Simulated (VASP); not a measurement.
Wanted: the native input for a VASP 6.6.1 run.

| Property | Result |
| --- | --- |
| Task | single point |
| Functional | PBEsol |
| Potentials or basis | VASP PAW PBE potentials, release 64 (Co, O) |
| Cutoff | 520 eV |
| k mesh | 10 × 10 × 10 |
| Occupations | fermi-dirac, width 0.05 eV |
| Spin | collinear spin, ferromagnetic start |
| Starting moments | [2.0, 0.0] μB |
| Dipole correction | no |
| Further INCAR settings | ALGO = Normal; EDIFF = 1e-06; NBANDS = 18 |

The structure of CoO lies in POSCAR:

```
CoO
1.0
    1.5695123000      0.9061583489      2.5140792326
   -1.5695123000      0.9061583489      2.5140792326
    0.0000000000     -1.8123166978      2.5140792326
Co O
1 1
Direct
    0.9989783200      0.9989783200      0.9989783200
    0.7510210300      0.7510210300      0.7510210300
```

These files were run (other wordings do the same):

INCAR

```
SYSTEM = CoO
  ALGO = Normal
  EDIFF = 1E-6
  ENCUT = 520
  GGA = PS
  ISIF = 2
  ISMEAR = -1
  ISPIN = 2
  LASPH = .True.
  LCHARG = .False.
  LMAXMIX = 4
  LORBIT = 11
  LREAL = .False.
  LWAVE = .False.
  MAGMOM = 2 0
  NBANDS = 18
  NELM = 150
  PREC = Accurate
  SIGMA = 0.05
```

KPOINTS

```
k-points
0
Gamma
  10 10 10
  0 0 0
```

Potentials or basis: VASP PAW PBE potentials, release 64 (Co, O).

Run with:

```bash
$ cat potpaw_PBE.64/Co/POTCAR potpaw_PBE.64/O/POTCAR > POTCAR
$ mpirun -np 1 vasp_std > vasp.out
```

Results of the run:

```yaml
Pressure: -2.4 GPa
Largest_force: 0.289 eV/Å
Net_moment: 2.36 μB per cell
Site_moments: Co +2.06; O +0.24 μB
Valence_electrons_inside_the_program's_atomic_spheres: Co 8.15; O 4.98
```

Caveat: the PAW data sets were made with another functional, which shifts forces and pressure a little; a cell with one magnetic atom can't hold antiferromagnetic order, which such compounds often take.

Run time: 110 s on 1 thread of Intel Xeon 8259CL, on a shared host, peak memory 0.2 GiB.
